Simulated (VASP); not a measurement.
Sn3TeO2, 6 atoms in the cell. Symmetry: P4/mmm, No. 123, tetragonal system. The conventional cell has a = 3.131 Å, b = 3.131 Å, c = 13.555 Å, α = 90.00°, β = 90.00°, γ = 90.00°. Within 3.2 Å of Sn (site symmetry 4mm) lie 4 O at 2.40 Å and 4 Sn at 3.13 Å. Within 4.1 Å of Sn (site symmetry 4/mmm) lie 6 Sn at 3.13 to 3.63 Å and 8 O at 3.50 Å. Te (site symmetry 4/mmm) has 4 Te at 3.13 Å and 8 Sn at 3.85 Å and 2 O at 4.06 Å within 4.1 Å. O (site symmetry 4mm) has 4 Sn at 2.40 Å and 4 O at 3.13 Å within 3.2 Å. The cell was built from a structure type or drawn by symmetry, and may not be a known phase.

* Program: VASP 6.6.1
* Task: relaxation of cell and atoms
* Functional: PBE
* Potentials or basis: VASP PAW PBE potentials, release 64 (Sn_d, Te, O)
* Cutoff: 600 eV
* k mesh: 12 × 12 × 4
* Occupations: gaussian, width 0.1 eV
* Spin: no spin polarisation
* Dipole correction: no
* Further INCAR settings: ALGO = Normal; EDIFF = 1e-06; IBRION = 2; EDIFFG = -0.01; NSW = 100; ISIF = 3

Potentials or basis: VASP PAW PBE potentials, release 64 (Sn_d, Te, O).

Run with:

```sh
$ cat potpaw_PBE.64/Sn_d/POTCAR potpaw_PBE.64/Te/POTCAR potpaw_PBE.64/O/POTCAR > POTCAR
$ mpirun -np 1 vasp_std > vasp.out
```

Hardware: 1 thread of Intel Xeon 8259CL (shared host).

How long does it take, and how much memory?

Run time: 30 min on 1 thread of Intel Xeon 8259CL, on a shared host, peak memory 0.6 GiB. Counts: scf iterations 34, k points 84, ion steps 4.
